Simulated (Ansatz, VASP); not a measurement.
## Rh in VASP and in Ansatz

```
CELL_PARAMETERS angstrom
0.00000 2.86478 2.86478
2.86478 0.00000 2.86478
2.86478 2.86478 0.00000
ATOMIC_POSITIONS crystal
Rh 0.12500 0.12500 0.12500
Rh 0.87500 0.87500 0.87500
```

Alike in both runs: task single point; functional PBE; k mesh 11 × 11 × 11; occupations fermi-dirac, width 0.1 eV; no spin polarisation.

|  | VASP | Ansatz |
| --- | --- | --- |
| version | VASP 6.6.1 | Ansatz 0.2.0 |
| potentials or method | VASP PAW PBE potentials, release 64 (Rh_pv), cutoff 520 eV | plane waves (420 eV) with PAW, scalar-relativistic |
| valence electrons in the cell | 30 | 34 |

|  | VASP | Ansatz | Ansatz less VASP |
| --- | --- | --- | --- |
| pressure (GPa) | -10.7 | -10.7 | -0.05 |

VASP's potentials hold 30 valence electrons a cell and Ansatz's 34, so a difference there can come from the potentials and not from the codes.
